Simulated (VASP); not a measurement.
Input of a VASP 6.6.1 run:

INCAR

```
SYSTEM = Rh
PREC = Accurate ; ENCUT = 600
EDIFF = 1E-6 ; ISMEAR = 0
SIGMA = 0.1 ; LREAL = .FALSE.
LASPH = .TRUE. ; NELM = 60
ALGO = Normal ; ISIF = 3
LWAVE = .FALSE. ; LCHARG = .FALSE.
GGA = PE ; IBRION = 2
NSW = 90 ; EDIFFG = -0.04
```

File KPOINTS:

```
regular mesh
0
G
  4 4 4
  0 0 0
```

File POSCAR:

```
Rh
1.0
    4.0245443000      0.0000000000      0.0000000000
    0.0000000000      4.0245443000      0.0000000000
    0.0000000000      0.0000000000      4.0245443000
Rh
3
Direct
    0.0000000000      0.5000000000      0.5000000000
    0.5000000000      0.0000000000      0.5000000000
    0.5000000000      0.5000000000      0.0000000000
```

Potentials or basis: VASP PAW PBE potentials, release 64 (Rh_pv).

Run with:

```bash
$ cat potpaw_PBE.64/Rh_pv/POTCAR > POTCAR
$ mpirun -np 1 vasp_std > vasp.out
```

Problem. What does it give for the relaxed cell?

Solution. a = 3.686 Å, b = 3.686 Å, c = 3.686 Å, α = 90.00°, β = 90.00°, γ = 90.00°.

Problem. What does it give for the space group after relaxing (to 0.05 Å)?

Solution. Pm-3m (No. 221).

Final structure:
```yaml
crystal:
  lattice:
    - [3.68641, 0.00000, 0.00000]
    - [0.00000, 3.68641, 0.00000]
    - [0.00000, 0.00000, 3.68641]
  atoms:
    - { symbol: Rh, position: [0.00000, 0.50000, 0.50000] }
    - { symbol: Rh, position: [0.50000, 0.00000, 0.50000] }
    - { symbol: Rh, position: [0.50000, 0.50000, 0.00000] }
```

Caveat: the k points lie up to 0.43 Å⁻¹ apart in the final cell.
